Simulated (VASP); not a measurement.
# Al (Fm-3m) in VASP: relaxation of cell and atoms with r2SCAN

Aim: the relaxation of cell and atoms of Al with r2SCAN.

Program: VASP 6.6.1. These are calculated values, not measurements. Logs are shortened: lines on timing, memory, paths and dates and some standing lists are left out, and cuts for length are marked.

### 1 The cell of the first run

It takes space group Fm-3m (No. 225, cubic). Conventional cell: a = 3.993 Å, b = 3.993 Å, c = 3.993 Å, α = 90.00°, β = 90.00°, γ = 90.00°. Within 3.7 Å of Al (site symmetry m-3m) lie 12 Al at 2.82 Å.

### 2 Relaxation of cell and atoms, r2SCAN

Contents of POSCAR:

```
Al
1.0
    0.0000000000      1.9963088445      1.9963088445
    1.9963088445      0.0000000000      1.9963088445
    1.9963088445      1.9963088445      0.0000000000
Al
1
Direct
    0.5000000000      0.5000000000      0.5000000000
```

Contents of INCAR.step1:

```
  ALGO = Normal
  EDIFF = 1E-4
  ENCUT = 600
  GGA = PE
  ISMEAR = 0
  LASPH = True
  LCHARG = False
  LREAL = False
  LWAVE = True
  NELM = 100
  PREC = Accurate
  SIGMA = 0.1
```

Contents of INCAR.step2:

```
  ALGO = Normal
  EDIFF = 1E-6
  EDIFFG = -0.01
  ENCUT = 600
  IBRION = 2
  ISIF = 3
  ISMEAR = 0
  ISTART = 1
  LASPH = True
  LCHARG = False
  LMIXTAU = True
  LREAL = False
  LWAVE = False
  METAGGA = R2SCAN
  NELM = 100
  NSW = 100
  PREC = Accurate
  SIGMA = 0.1
```

Contents of KPOINTS:

```
k-points
0
Gamma
  24 24 24
```

Potentials or basis: VASP PAW PBE potentials, release 64 (Al).

Started as:

```
$ cat potpaw_PBE.64/Al/POTCAR > POTCAR
$ cp INCAR.step1 INCAR
$ mpirun -np 1 vasp_std > vasp.out
$ cp INCAR.step2 INCAR
$ mpirun -np 1 vasp_std > vasp.out
```

OUTCAR:

```text
EDIFF = 1E-6
   EDIFFG = -0.01
   ENCUT = 600
   IBRION = 2
   ISIF = 3
   ISMEAR = 0
   ISTART = 1
   LASPH = True
   LREAL = False
   METAGGA = R2SCAN
   NELM = 100
   NSW = 100
   PREC = Accurate

 ion  position               nearest neighbor table
   1  0.500  0.500  0.500-

  LATTYP: Found a face centered cubic cell.
 ALAT       =     3.9926176890

  Lattice vectors:

 A1 = (   0.0000000000,   1.9963088445,   1.9963088445)
 A2 = (   1.9963088445,   0.0000000000,   1.9963088445)
 A3 = (   1.9963088445,   1.9963088445,   0.0000000000)

Analysis of symmetry for initial positions (statically):
=====================================================================
 Subroutine PRICEL returns:
 Original cell was already a primitive cell.

 Routine SETGRP: Setting up the symmetry group for a
 face centered cubic supercell.

 Subroutine GETGRP returns: Found 48 space group operations
 (whereof 48 operations were pure point group operations)
 out of a pool of 48 trial point group operations.

The static configuration has the point symmetry O_h .

Analysis of symmetry for dynamics (positions and initial velocities):
=====================================================================
 Subroutine PRICEL returns:
 Original cell was already a primitive cell.

 Routine SETGRP: Setting up the symmetry group for a
 face centered cubic supercell.

 Subroutine GETGRP returns: Found 48 space group operations
 (whereof 48 operations were pure point group operations)
 out of a pool of 48 trial point group operations.

The dynamic configuration has the point symmetry O_h .

 Subroutine INISYM returns: Found 48 space group operations
 (whereof 48 operations are pure point group operations),
 and found     1 'primitive' translations

----------------------------------------------------------------------------------------

                                     Primitive cell

  volume of cell :      15.9116

  direct lattice vectors                    reciprocal lattice vectors
     0.000000000  1.996308844  1.996308844    -0.250462248  0.250462248  0.250462248
     1.996308844  0.000000000  1.996308844     0.250462248 -0.250462248  0.250462248
     1.996308844  1.996308844  0.000000000     0.250462248  0.250462248 -0.250462248

  length of vectors
     2.823207043  2.823207043  2.823207043     0.433813338  0.433813338  0.433813338

  position of ions in fractional coordinates (direct lattice)
     0.500000000  0.500000000  0.500000000

  ion indices of the primitive-cell ions
   primitive index   ion index
                 1           1

----------------------------------------------------------------------------------------

 KPOINTS: k-points

Automatic generation of k-mesh.
 Grid dimensions read from file:
 generate k-points for:   24   24   24

 Generating k-lattice:

  Cartesian coordinates                     Fractional coordinates (reciprocal lattice)
    -0.010435927  0.010435927  0.010435927     0.041666667  0.000000000  0.000000000
     0.010435927 -0.010435927  0.010435927     0.000000000  0.041666667  0.000000000
     0.010435927  0.010435927 -0.010435927     0.000000000  0.000000000  0.041666667

  Length of vectors
     0.018075556  0.018075556  0.018075556

  Shift w.r.t. Gamma in fractional coordinates (k-lattice)
     0.000000000  0.000000000  0.000000000

 Subroutine IBZKPT returns following result:
 ===========================================

 Found    413 irreducible k-points:

 Following reciprocal coordinates:
            Coordinates               Weight
  0.000000  0.000000  0.000000      1.000000
  0.041667  0.000000  0.000000      8.000000
  0.083333  0.000000  0.000000      8.000000
  0.125000  0.000000  0.000000      8.000000
  0.166667  0.000000  0.000000      8.000000
  0.208333  0.000000  0.000000      8.000000
[... 16 lines left out ...]
  0.416667  0.041667  0.000000     24.000000
  0.458333  0.041667  0.000000     24.000000
 [... further k-points ...]
   k-points           NKPTS =    413   k-points in BZ     NKDIM =    413   number of bands    NBANDS=      5
   number of dos      NEDOS =    301   number of ions     NIONS =      1
   total plane-waves  NPLWV =  13824
   dimension x,y,z NGX =    24 NGY =   24 NGZ =   24
   dimension x,y,z NGXF=    48 NGYF=   48 NGZF=   48
   ions per type =               1
   NGX,Y,Z   is equivalent  to a cutoff of  14.13, 14.13, 14.13 a.u.
   NGXF,Y,Z  is equivalent  to a cutoff of  28.27, 28.27, 28.27 a.u.
 SYSTEM =  unknown system
   PREC   = accura    normal or accurate (medium, high low for compatibility)
   ISTART =      1    job   : 0-new  1-cont  2-samecut
   ICHARG =      0    charge: 1-file 2-atom 10-const
   ISPIN  =      1    spin polarized calculation?
   LNONCOLLINEAR =      F non collinear calculations
   LSORBIT =      F    spin-orbit coupling
   LASPH  =      T    aspherical Exc in radial PAW
   ENCUT  =  600.0 eV  44.10 Ry    6.64 a.u.   5.64  5.64  5.64*2*pi/ulx,y,z
   NELM   =    100;   NELMIN=  2; NELMDL=  0     # of ELM steps
   EDIFF  = 0.1E-05   stopping-criterion for ELM
   LREAL  =      F    real-space projection
   EDIFFG = -.1E-01   stopping-criterion for IOM
   NSW    =    100    number of steps for IOM
   IBRION =      2    ionic relax: 0-MD 1-quasi-New 2-CG
   NFREE  =      1    steps in history (QN), initial steepest desc. (CG)
   ISIF   =      3    stress and relaxation
   ISYM   =      2    0-nonsym 1-usesym 2-fastsym
   POTIM  = 0.5000    time-step for ionic-motion
   TEBEG  =    0.0;   TEEND  =   0.0 temperature during run
   PSTRESS=    0.0 pullay stress
   NELECT =       3.0000    total number of electrons
   NUPDOWN=      -1.0000    fix difference up-down
   EMIN   =  10.00;   EMAX   =-10.00  energy-range for DOS
   EFERMI =   0.00;   METHOD = LEGACY
   ISMEAR =     0;   SIGMA  =   0.10  broadening in eV -4-tet -1-fermi 0-gaus
   EFERMI_NEDOS =   21; number of points for ismear=-14 and -15
   IALGO  =     38    algorithm
   IMIX   =      4    mixing-type and parameters
     AMIX     =   0.40;   BMIX     =  1.00
     AMIX_MAG =   1.60;   BMIX_MAG =  1.00
  volume/ion in A,a.u.               =      15.91       107.38
  Fermi-wavevector in a.u.,A,eV,Ry     =   0.938738  1.773957 11.989837  0.881228
  Thomas-Fermi vector in A             =   2.065979
   LORBIT       =      0    0 simple, 1 ext, 2 COOP (PROOUT), +10 PAW based schemes
   METAGGA = R2SCAN    functional components
   LHFCALC =     F    Hartree Fock is set to
   AEXX    =    0.0000 exact exchange contribution
   IVDW    =     0    specifies the selected vdW correction
   LEPSILON=     F    determine dielectric tensor
   LRPA    =     F    only Hartree local field effects (RPA)
 conjugate gradient relaxation of ions
 non-spin polarized calculation
 Gauss-broadening in eV      SIGMA  =   0.10
  energy-cutoff  :      600.00
  volume of cell :       15.91
 maximum number of plane-waves:       544
   NGX = 11   NGY = 11   NGZ = 11

--------------------------------------- Ionic step        1  -------------------------------------------

 number of electron       3.0000000 magnetization

 Free energy of the ion-electron system (eV)
  ---------------------------------------------------
  ext. energy  EPLUGINS =         0.00000000
  ---------------------------------------------------
  free energy    TOTEN  =        -6.73862839 eV

  energy without entropy =       -6.73699294  energy(sigma->0) =       -6.73781066

------------------------ aborting loop because EDIFF is reached ----------------------------------------

  FORCE on cell =-STRESS in cart. coord.  units (eV):
  Direction    XX          YY          ZZ          XY          YZ          ZX
  --------------------------------------------------------------------------------------
  -------------------------------------------------------------------------------------
  Total       -0.0417315     -0.0417315     -0.0417315     -0.0000000     -0.0000000      0.0000000
  in kB       -4.2020552     -4.2020552     -4.2020552     -0.0000000     -0.0000000      0.0000000
  external PRESSURE =      -4.2020552 kB  Pullay stress =       0.0000000 kB
[... 55 lines left out ...]
  energy  without entropy=       -6.7371505873  energy(sigma->0) =       -6.73794283

--------------------------------------- Ionic step        3  -------------------------------------------

 number of electron       3.0000000 magnetization

 Free energy of the ion-electron system (eV)
  ---------------------------------------------------
  ext. energy  EPLUGINS =         0.00000000
  ---------------------------------------------------
  free energy    TOTEN  =        -6.73874066 eV

  energy without entropy =       -6.73714656  energy(sigma->0) =       -6.73794361

 E-fermi :   8.4817     XC(G=0): -11.0604

 val. band max:        8.4722930349   @ k =  -0.2500   0.2917   0.1250
 cond. band min:       8.5191403623   @ k =  -0.2917   0.1667   0.0417
 fundamental gap:      0.0468473275
 Fermi energy:         8.4817433456

 k-point     1 :       0.0000    0.0000    0.0000
  band No.  band energies     occupation
      1      -3.6808      2.00000
      2      22.0103      0.00000
      3      22.0103      0.00000
      4      22.0103      0.00000
      5      24.2504      0.00000

 k-point     2 :       0.0417    0.0000    0.0000
  band No.  band energies     occupation
      1      -3.6293      2.00000
      2      21.0261      0.00000
      3      21.8577      0.00000
      4      21.8577      0.00000
      5      24.4857      0.00000
[... 169 lines left out ...]
 k-point    24 :       0.4583    0.0417    0.0000
  band No.  band energies     occupation
      1       2.0964      2.00000
      2       5.2958      2.00000
      3      19.6662      0.00000
      4      20.1340      0.00000
      5      21.1125      0.00000

 [... further k-points ...]
[... 5 lines left out ...]
  --------------------------------------------------------------------------------------
  -------------------------------------------------------------------------------------
  Total        0.0054721      0.0054721      0.0054721     -0.0000000     -0.0000000      0.0000000
  in kB        0.5537161      0.5537161      0.5537161     -0.0000000     -0.0000000      0.0000000
  external PRESSURE =       0.5537161 kB  Pullay stress =       0.0000000 kB
[... 16 lines left out ...]
  FREE ENERGIE OF THE ION-ELECTRON SYSTEM (eV)
  ---------------------------------------------------
  free  energy   TOTEN  =        -6.7387406615 eV

  energy  without entropy=       -6.7371465646  energy(sigma->0) =       -6.73794361

 reached required accuracy - stopping structural energy minimisation
```

Run time: 3.9 min. Hardware: 1 thread of Intel Xeon 8259CL, shared host; peak memory 0.17 GiB.

Results:

```
Free energy                           : -6.7387 eV
Relaxed volume                        : 15.83 Å³/atom
Relaxed cell                          : a = 2.819 Å, b = 2.819 Å, c = 2.819 Å, α = 60.00°, β = 60.00°, γ = 60.00°
Space group after relaxing (to 0.1 Å) : Fm-3m (No. 225)
Energy gained by relaxing             : 0.1 meV/atom
Ionic steps                           : 3
Pressure after relaxing               : 0.1 GPa
Band gap on the k mesh                : zero (an odd number of electrons rules out a gap without spin polarisation)
```

The path:
| step | energy change (eV) | largest force (eV/Å) | pressure (GPa) | volume (Å³) |
| --- | --- | --- | --- | --- |
| 1 | 0.0000 | 0.0000 | -0.42 | 15.91 |
| 2 | -0.0001 | 0.0000 | 0.14 | 15.82 |
| 3 | -0.0001 | 0.0000 | 0.06 | 15.83 |

Final structure:
```
CELL_PARAMETERS angstrom
0.00000 1.99304 1.99304
1.99304 0.00000 1.99304
1.99304 1.99304 0.00000
ATOMIC_POSITIONS crystal
Al 0.50000 0.50000 0.50000
```

Caveat: the PAW data sets were made with another functional, which shifts forces and pressure a little.

The gap in the log of VASP goes by the Fermi energy; the results here count the filled bands.